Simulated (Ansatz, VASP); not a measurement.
TiO2 in VASP and in Ansatz

```
Ti O
1.0
    -1.90900    1.90900    4.88756
     1.90900   -1.90900    4.88756
     1.90900    1.90900   -4.88756
Ti O
2 4
Direct
  0.00000 0.00000 0.00000
  0.75000 0.25000 0.50000
  0.95530 0.45530 0.50000
  0.20530 0.20530 0.00000
  0.54470 0.04470 0.50000
  0.79470 0.79470 0.00000
```

Alike in both runs: task single point; functional PBE; k mesh 8 × 8 × 8; occupations gaussian, width 0.01 eV; no spin polarisation; Hubbard terms Ti d U = 4.0 eV.

|  | VASP | Ansatz |
| --- | --- | --- |
| version | VASP 6.6.1 | Ansatz 0.2.0 |
| potentials or method | VASP PAW PBE potentials, release 64 (Ti_sv, O), cutoff 520 eV | scalar-relativistic, plane waves, PAW |
| valence electrons in the cell | 48 | 48 |

```csv
,VASP,Ansatz,Ansatz less VASP
gap on the k mesh at the Fermi level (eV),2.68,2.65,-0.039
least direct gap on the mesh (eV),2.95,2.91,-0.040
pressure (GPa),4.2,0.0,-4.17
"traceless stress, the component that is largest in VASP (GPa)",-0.60,0.01,+0.617
rms of the force components (eV/Å),0.071,0.000,-0.0706
```

The programs project onto different local orbitals, so the same U acts differently, and such runs can settle in different states. Atom by atom the forces differ by 0.071 eV/Å (rms over components).
